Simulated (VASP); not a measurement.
# TiN (Fm-3m) in VASP: a series of runs

The runs below take TiN through single point, with PBEsol.

All numbers are computed with VASP 6.6.1; they aren't measurements. Logs are shortened: lines on timing, memory, paths and dates and some standing lists are left out, and cuts for length are marked.

### 1 The cell of the first run

The structure is cubic, space group Fm-3m (No. 225). The conventional cell has a = 4.147 Å, b = 4.147 Å, c = 4.147 Å, α = 90.00°, β = 90.00°, γ = 90.00°. Ti (site symmetry m-3m) has 6 N at 2.07 Å within 2.7 Å. Within 2.7 Å of N (site symmetry m-3m) lie 6 Ti at 2.07 Å.

### 2 Single point, PBEsol, collinear spin (8.92 Å³/atom)

Contents of INCAR:

```
PREC = Accurate ; ENCUT = 520
EDIFF = 1E-7 ; ISMEAR = 0
SIGMA = 0.15 ; LREAL = False
LASPH = True ; NELM = 150
ALGO = Normal ; ISIF = 2
LWAVE = False ; LCHARG = False
ISPIN = 2 ; MAGMOM = 0.75 0
LORBIT = 11 ; NUPDOWN = 0.75
LMAXMIX = 4 ; GGA = PS
NBANDS = 20
```

Contents of KPOINTS:

```
Automatic mesh
0
Gamma
  20 20 20
```

Contents of POSCAR:

```
TiN
1.0
    0.0000000000      2.0735146868      2.0735146868
    2.0735146868      0.0000000000      2.0735146868
    2.0735146868      2.0735146868      0.0000000000
Ti N
1 1
Direct
    0.0000000000      0.0000000000      0.0000000000
    0.5000000000      0.5000000000      0.5000000000
```

Potentials or basis: VASP PAW PBE potentials, release 64 (Ti_sv, N).

Launch:

```bash
cat potpaw_PBE.64/Ti_sv/POTCAR potpaw_PBE.64/N/POTCAR > POTCAR
mpirun -np 1 vasp_std > vasp.out
```

OUTCAR:

```text
PREC = Accurate
   ENCUT = 520
   EDIFF = 1E-7
   ISMEAR = 0
   LREAL = False
   LASPH = True
   NELM = 150
   ISIF = 2
   ISPIN = 2
   LORBIT = 11
   NUPDOWN = 0.75
   GGA = PS

 ion  position               nearest neighbor table
   1  0.000  0.000  0.000-   2 2.07   2 2.07   2 2.07   2 2.07   2 2.07   2 2.07
   2  0.500  0.500  0.500-   1 2.07   1 2.07   1 2.07   1 2.07   1 2.07   1 2.07

  LATTYP: Found a face centered cubic cell.
 ALAT       =     4.1470293736

  Lattice vectors:

 A1 = (   0.0000000000,   2.0735146868,   2.0735146868)
 A2 = (   2.0735146868,   0.0000000000,   2.0735146868)
 A3 = (   2.0735146868,   2.0735146868,   0.0000000000)

Analysis of symmetry for initial positions (statically):
=====================================================================
 Subroutine PRICEL returns:
 Original cell was already a primitive cell.

 Routine SETGRP: Setting up the symmetry group for a
 face centered cubic supercell.

 Subroutine GETGRP returns: Found 48 space group operations
 (whereof 48 operations were pure point group operations)
 out of a pool of 48 trial point group operations.

The static configuration has the point symmetry O_h .

Analysis of symmetry for dynamics (positions and initial velocities):
=====================================================================
 Subroutine PRICEL returns:
 Original cell was already a primitive cell.

 Routine SETGRP: Setting up the symmetry group for a
 face centered cubic supercell.

 Subroutine GETGRP returns: Found 48 space group operations
 (whereof 48 operations were pure point group operations)
 out of a pool of 48 trial point group operations.

The dynamic configuration has the point symmetry O_h .

Analysis of structural, dynamic, and magnetic symmetry:
=====================================================================
 Subroutine PRICEL returns:
 Original cell was already a primitive cell.

 Routine SETGRP: Setting up the symmetry group for a
 face centered cubic supercell.

 Subroutine GETGRP returns: Found 48 space group operations
 (whereof 48 operations were pure point group operations)
 out of a pool of 48 trial point group operations.

The overall configuration has the point symmetry O_h .

 Subroutine INISYM returns: Found 48 space group operations
 (whereof 48 operations are pure point group operations),
 and found     1 'primitive' translations

----------------------------------------------------------------------------------------

                                     Primitive cell

  volume of cell :      17.8300

  direct lattice vectors                    reciprocal lattice vectors
     0.000000000  2.073514687  2.073514687    -0.241136464  0.241136464  0.241136464
     2.073514687  0.000000000  2.073514687     0.241136464 -0.241136464  0.241136464
     2.073514687  2.073514687  0.000000000     0.241136464  0.241136464 -0.241136464

  length of vectors
     2.932392592  2.932392592  2.932392592     0.417660608  0.417660608  0.417660608

  position of ions in fractional coordinates (direct lattice)
     0.000000000  0.000000000  0.000000000
     0.500000000  0.500000000  0.500000000

  ion indices of the primitive-cell ions
   primitive index   ion index
                 1           1
                 2           2

----------------------------------------------------------------------------------------

 KPOINTS: Automatic mesh

Automatic generation of k-mesh.
 Grid dimensions read from file:
 generate k-points for:   20   20   20

 Generating k-lattice:

  Cartesian coordinates                     Fractional coordinates (reciprocal lattice)
    -0.012056823  0.012056823  0.012056823     0.050000000  0.000000000  0.000000000
     0.012056823 -0.012056823  0.012056823     0.000000000  0.050000000  0.000000000
     0.012056823  0.012056823 -0.012056823     0.000000000  0.000000000  0.050000000

  Length of vectors
     0.020883030  0.020883030  0.020883030

  Shift w.r.t. Gamma in fractional coordinates (k-lattice)
     0.000000000  0.000000000  0.000000000

 Subroutine IBZKPT returns following result:
 ===========================================

 Found    256 irreducible k-points:

 Following reciprocal coordinates:
            Coordinates               Weight
  0.000000  0.000000  0.000000      1.000000
  0.050000  0.000000  0.000000      8.000000
  0.100000  0.000000  0.000000      8.000000
  0.150000  0.000000  0.000000      8.000000
  0.200000  0.000000  0.000000      8.000000
  0.250000  0.000000  0.000000      8.000000
[... 16 lines left out ...]
 -0.400000  0.050000  0.000000     24.000000
 -0.350000  0.050000  0.000000     24.000000
 [... further k-points ...]
   k-points           NKPTS =    256   k-points in BZ     NKDIM =    256   number of bands    NBANDS=     20
   number of dos      NEDOS =    301   number of ions     NIONS =      2
   total plane-waves  NPLWV =  13824
   dimension x,y,z NGX =    24 NGY =   24 NGZ =   24
   dimension x,y,z NGXF=    48 NGYF=   48 NGZF=   48
   ions per type =               1   1
   NGX,Y,Z   is equivalent  to a cutoff of  13.61, 13.61, 13.61 a.u.
   NGXF,Y,Z  is equivalent  to a cutoff of  27.21, 27.21, 27.21 a.u.
 SYSTEM =  unknown system
   PREC   = accura    normal or accurate (medium, high low for compatibility)
   ISTART =      0    job   : 0-new  1-cont  2-samecut
   ICHARG =      2    charge: 1-file 2-atom 10-const
   ISPIN  =      2    spin polarized calculation?
   LNONCOLLINEAR =      F non collinear calculations
   LSORBIT =      F    spin-orbit coupling
   LASPH  =      T    aspherical Exc in radial PAW
   ENCUT  =  520.0 eV  38.22 Ry    6.18 a.u.   5.45  5.45  5.45*2*pi/ulx,y,z
   NELM   =    150;   NELMIN=  2; NELMDL= -5     # of ELM steps
   EDIFF  = 0.1E-06   stopping-criterion for ELM
   LREAL  =      F    real-space projection
   EDIFFG = 0.1E-05   stopping-criterion for IOM
   NSW    =      0    number of steps for IOM
   IBRION =     -1    ionic relax: 0-MD 1-quasi-New 2-CG
   NFREE  =      0    steps in history (QN), initial steepest desc. (CG)
   ISIF   =      2    stress and relaxation
   ISYM   =      2    0-nonsym 1-usesym 2-fastsym
   POTIM  = 0.5000    time-step for ionic-motion
   TEBEG  =    0.0;   TEEND  =   0.0 temperature during run
   PSTRESS=    0.0 pullay stress
   NELECT =      17.0000    total number of electrons
   NUPDOWN=       0.7500    fix difference up-down
   EMIN   =  10.00;   EMAX   =-10.00  energy-range for DOS
   EFERMI =   0.00;   METHOD = LEGACY
   ISMEAR =     0;   SIGMA  =   0.15  broadening in eV -4-tet -1-fermi 0-gaus
   EFERMI_NEDOS =   21; number of points for ismear=-14 and -15
   IALGO  =     38    algorithm
   IMIX   =      4    mixing-type and parameters
     AMIX     =   0.40;   BMIX     =  1.00
     AMIX_MAG =   1.60;   BMIX_MAG =  1.00
  volume/ion in A,a.u.               =       8.92        60.16
  Fermi-wavevector in a.u.,A,eV,Ry     =   1.611291  3.044899 35.324251  2.596259
  Thomas-Fermi vector in A             =   2.706705
   LORBIT       =     11    0 simple, 1 ext, 2 COOP (PROOUT), +10 PAW based schemes
   GGA     = PS    functional components
   LHFCALC =     F    Hartree Fock is set to
   AEXX    =    0.0000 exact exchange contribution
   IVDW    =     0    specifies the selected vdW correction
   LEPSILON=     F    determine dielectric tensor
   LRPA    =     F    only Hartree local field effects (RPA)
 spin polarized calculation
 Gauss-broadening in eV      SIGMA  =   0.15
  energy-cutoff  :      520.00
  volume of cell :       17.83
 maximum number of plane-waves:       531
 NGX is ok and might be reduce to    24
   NGX = 11   NGY = 11   NGZ = 11

 number of electron      17.0000000 magnetization       0.7500000

 Free energy of the ion-electron system (eV)
  ---------------------------------------------------
  ext. energy  EPLUGINS =         0.00000000
  ---------------------------------------------------
  free energy    TOTEN  =       -20.46642992 eV

  energy without entropy =      -20.45794828  energy(sigma->0) =      -20.46218910

 E-fermi :  11.1442     XC(G=0): -13.5830

 val. band max:       12.8521342196   @ k =  -0.3500   0.3000   0.0500
 cond. band min:      11.1773554545   @ k =   0.4500   0.3000   0.0500
 fundamental gap:     -1.6747787651
 Fermi energy:        12.8535248899

 spin component 1

 k-point     1 :       0.0000    0.0000    0.0000
  band No.  band energies     occupation
      1     -45.4099      1.00000
      2     -21.4404      1.00000
      3     -21.4404      1.00000
      4     -21.4404      1.00000
      5      -5.2970      1.00000
      6      10.0869      1.00000
[... 12 lines left out ...]
     19      40.4010      0.00000
     20      40.4010      0.00000
[... 507 lines left out ...]
 k-point    24 :      -0.3500    0.0500    0.0000
  band No.  band energies     occupation
      1     -45.2956      1.00000
      2     -22.1486      1.00000
      3     -21.5224      1.00000
      4     -21.4930      1.00000
      5      -3.0663      1.00000
      6       4.5048      1.00000
[... 12 lines left out ...]
     19      36.7610      0.00000
     20      38.7140      0.00000

 [... further k-points ...]

 spin component 2

 k-point     1 :       0.0000    0.0000    0.0000
  band No.  band energies     occupation
      1     -44.8776      1.00000
      2     -20.9048      1.00000
      3     -20.9048      1.00000
      4     -20.9048      1.00000
      5      -5.0946      1.00000
      6      10.2247      1.00000
[... 12 lines left out ...]
     19      40.7197      0.00000
     20      40.7197      0.00000
[... 507 lines left out ...]
 k-point    24 :      -0.3500    0.0500    0.0000
  band No.  band energies     occupation
      1     -44.7627      1.00000
      2     -21.6222      1.00000
      3     -20.9862      1.00000
      4     -20.9562      1.00000
      5      -2.8889      1.00000
      6       4.8134      1.00000
[... 12 lines left out ...]
     19      37.1215      0.00000
     20      39.0693      0.00000

 [... further k-points ...]

------------------------ aborting loop because EDIFF is reached ----------------------------------------

  FORCE on cell =-STRESS in cart. coord.  units (eV):
  Direction    XX          YY          ZZ          XY          YZ          ZX
  --------------------------------------------------------------------------------------
  -------------------------------------------------------------------------------------
  Total        2.1051452      2.1051452      2.1051452      0.0000000      0.0000000      0.0000000
  in kB      189.1652198    189.1652198    189.1652198      0.0000000      0.0000000      0.0000000
  external PRESSURE =     189.1652198 kB  Pullay stress =       0.0000000 kB

 VOLUME and BASIS-vectors are now :
 -----------------------------------------------------------------------------
  energy-cutoff  :      520.00
  volume of cell :       17.83
      direct lattice vectors                 reciprocal lattice vectors
     0.000000000  2.073514687  2.073514687    -0.241136464  0.241136464  0.241136464
     2.073514687  0.000000000  2.073514687     0.241136464 -0.241136464  0.241136464
     2.073514687  2.073514687  0.000000000     0.241136464  0.241136464 -0.241136464

 POSITION                                       TOTAL-FORCE (eV/Angst)
 -----------------------------------------------------------------------------------
      0.00000      0.00000      0.00000        -0.000000      0.000000     -0.000000
      2.07351      2.07351      2.07351         0.000000      0.000000      0.000000
 -----------------------------------------------------------------------------------
    total drift:                                0.000000     -0.000000     -0.000000

  FREE ENERGIE OF THE ION-ELECTRON SYSTEM (eV)
  ---------------------------------------------------
  free  energy   TOTEN  =       -20.4664299194 eV

  energy  without entropy=      -20.4579482779  energy(sigma->0) =      -20.46218910

 total charge

# of ion       s       p       d       tot
------------------------------------------
    1        2.201   6.271   2.074  10.547
    2        1.246   2.539   0.000   3.785
--------------------------------------------------
tot          3.447   8.811   2.074  14.332

 magnetization (x)

# of ion       s       p       d       tot
------------------------------------------
    1        0.005   0.005   0.552   0.562
    2        0.000   0.048   0.000   0.048
--------------------------------------------------
tot          0.005   0.053   0.552   0.610
```

Run time: 3.4 min. Hardware: 1 thread of Intel Xeon 8259CL, shared host; peak memory 0.27 GiB.

What came out:

| Item | Value |
| --- | --- |
| Free energy | -20.4664 eV |
| Pressure | 18.9 GPa |
| Net moment | 0.75 μB per cell |
| Site moments | Ti +0.56; N +0.05 μB |
| Valence electrons inside the program's atomic spheres | Ti 10.55; N 3.79 |

Caveat: the cell stands under pressure; the PAW data sets were made with another functional, which shifts forces and pressure a little; the total moment is fixed, so each spin has its own Fermi level.

(Part 1 of 2 ends here.)
